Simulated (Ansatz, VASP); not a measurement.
## One calculation of GaP, two programs

The input INCAR:

```
PREC     = Accurate       # precision mode
ENCUT    = 520            # plane-wave cutoff, eV
EDIFF    = 1E-6           # SCF threshold, eV
ISMEAR   = -1             # smearing method
SIGMA    = 0.03           # smearing width, eV
LREAL    = False          # projectors in reciprocal space
LASPH    = True           # aspherical terms in the spheres
NELM     = 60             # most SCF steps
ALGO     = Normal         # electronic algorithm
ISIF     = 2              # what is computed and relaxed
LWAVE    = False          # write WAVECAR
LCHARG   = True           # write CHGCAR
GGA      = PE             # functional
LELF     = True           # ELF
LVHAR    = True         
NBANDS   = 16             # bands
```

KPOINTS

```
Automatic mesh
0
Gamma
  4 4 4
```

POSCAR

```
GaP
1.0
    0.0000000000      2.7252500000      2.7252500000
    2.7252500000      0.0000000000      2.7252500000
    2.7252500000      2.7252500000      0.0000000000
Ga P
1 1
Direct
    0.0000000000      0.0000000000      0.0000000000
    0.7500000000      0.7500000000      0.7500000000
```

input.yaml

```yaml
crystal:
  lattice:
    - [0.0, 2.72525, 2.72525]
    - [2.72525, 0.0, 2.72525]
    - [2.72525, 2.72525, 0.0]
  atoms:
    - { symbol: Ga, position: [0.0, 0.0, 0.0] }
    - { symbol: P, position: [0.75, 0.75, 0.75] }
kpoints:
  mp_grid: { grid: [4, 4, 4] }
scf:
  occupations: { method: fermi_dirac, width: 0.03 }
hamiltonian:
  xc: pbe
  pseudopotentials: { kind: all_electron, lapw: { basis_error: 0.003 } }
output:
  forces: true
  stress: true
  eigenvalues: true
```

Alike in both runs: task single point; functional PBE; k mesh 4 × 4 × 4; occupations fermi-dirac, width 0.03 eV; no spin polarisation.

```csv
,VASP,Ansatz
version,VASP 6.6.1,Ansatz 0.2.0
potentials or method,"VASP PAW PBE potentials, release 64 (Ga_d, P), cutoff 520 eV","all-electron LAPW, scalar-relativistic"
```

|  | VASP | Ansatz | Ansatz less VASP |
| --- | --- | --- | --- |
| gap on the k mesh at the Fermi level (eV) | 1.63 | 1.63 | +0.002 |
| least direct gap on the mesh (eV) | 1.82 | 1.82 | +0.004 |
| pressure (GPa) | 2.8 | 2.9 | +0.07 |

Ansatz ran all-electron here, and VASP with PAW potentials.

The k mesh is coarse, so the values compare programs but aren't converged.
